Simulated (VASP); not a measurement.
C: single point with LDA

C:

```
C
1.0
     0.00000    1.80687    1.80687
     1.80687    0.00000    1.80687
     1.80687    1.80687    0.00000
C
2
Direct
  0.50000 0.50000 0.50000
  0.75000 0.75000 0.75000
```

This cell differs from its parent crystal: volume scaled by 1.04.

```json
{"Program": "VASP 6.6.1", "Task": "single point", "Functional": "LDA", "Potentials or basis": "VASP PAW LDA potentials, release 64 (C)", "Cutoff": "520 eV", "k mesh": "20 × 20 × 20", "Occupations": "fermi-dirac, width 0.08 eV", "Spin": "no spin polarisation", "Dipole correction": "no", "Further INCAR settings": "ALGO = Normal; EDIFF = 1e-06; NBANDS = 11"}
```

| Quantity | Value |
| --- | --- |
| Pressure | -27.1 GPa |
| Band gap on the k mesh | 4.01 eV, indirect (least direct gap 5.43 eV) |

Levels at points of the mesh, in eV from the valence-band top:
| k point | band 2 | band 3 | band 4 | band 5 | band 6 | band 7 |
| --- | --- | --- | --- | --- | --- | --- |
| (0.00, 0.00, 0.00) | 0.00 | 0.00 | 0.00 | 5.43 | 5.43 | 5.43 |
| (0.50, 0.00, 0.00) | -12.93 | -2.69 | -2.69 | 8.21 | 8.21 | 8.48 |
| (0.50, 0.50, 0.00) | -12.34 | -6.06 | -6.06 | 4.62 | 4.62 | 16.04 |

It took 40 s on 1 thread of Intel Xeon 8259CL, with other jobs on the host, peak memory 0.13 GiB.

 A k mesh can miss the band edges.
